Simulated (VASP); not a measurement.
Here is a VASP 6.6.1 calculation.

INCAR

```
  ALGO = Fast
  EDIFF = 1E-6
  ENCUT = 520
  GGA = PE
  ISIF = 2
  ISMEAR = 0
  LASPH = T
  LCHARG = T
  LELF = T
  LREAL = F
  LVHAR = T
  LWAVE = F
  NBANDS = 38
  NELM = 80
  PREC = Accurate
  SIGMA = 0.1
```

Contents of KPOINTS:

```
k-points
0
Gamma
  12 12 8
```

POSCAR

```
BeTlMo
1.0
    4.6997671611      0.0000000000      0.0000000000
   -2.3498835806      4.0701177534      0.0000000000
    0.0000000000      0.0000000000      5.4621550546
Be Tl Mo
2 2 2
Direct
    0.0000000000      0.0000000000      0.0000000000
    0.0000000000      0.0000000000      0.5000000000
    0.3333333333      0.6666666667      0.2500000000
    0.6666666667      0.3333333333      0.7500000000
    0.3333333333      0.6666666667      0.7500000000
    0.6666666667      0.3333333333      0.2500000000
```

Potentials or basis: VASP PAW PBE potentials, release 64 (Be, Tl_d, Mo_sv).

The run is started by

```console
$ cat potpaw_PBE.64/Be/POTCAR potpaw_PBE.64/Tl_d/POTCAR potpaw_PBE.64/Mo_sv/POTCAR > POTCAR
$ mpirun -np 1 vasp_std > vasp.out
```

Q: Predict the pressure.

A: 0.1 GPa.

Q: What does it give for the band gap on the k mesh?

A: Zero (bands 29 and 30 overlap by 0.70 eV).

Caveat: spin-orbit coupling is left out, which moves the levels of the heavy elements.
